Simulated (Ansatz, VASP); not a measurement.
**One calculation of Sb, two programs**

```
CELL_PARAMETERS angstrom
-1.89939 1.89939 1.89939
1.89939 -1.89939 1.89939
1.89939 1.89939 -1.89939
ATOMIC_POSITIONS crystal
Sb 0.00000 0.00000 0.00000
```

Alike in both runs: functional PBE; k mesh 10 × 10 × 10; occupations gaussian, width 0.1 eV; no spin polarisation.

Ansatz relaxed the structure, and its values are those at the end. VASP's run is a single point on that final structure, the one shown.

```csv
,VASP,Ansatz
version,VASP 6.6.1,Ansatz 0.2.0
potentials or method,"VASP PAW PBE potentials, release 64 (Sb), cutoff 520 eV","scalar-relativistic, plane waves, PAW"
valence electrons in the cell,5,15
```

```csv
,VASP,Ansatz,Ansatz less VASP
gap on the k mesh at the Fermi level (eV),none,none,-
pressure (GPa),0.1,0.2,+0.13
```

A gap of «none» marks a metal or a gap that the smearing closes. VASP's potentials hold 5 valence electrons a cell and Ansatz's 15, so a difference there can come from the potentials and not from the codes.

Neither program's run includes spin-orbit coupling.
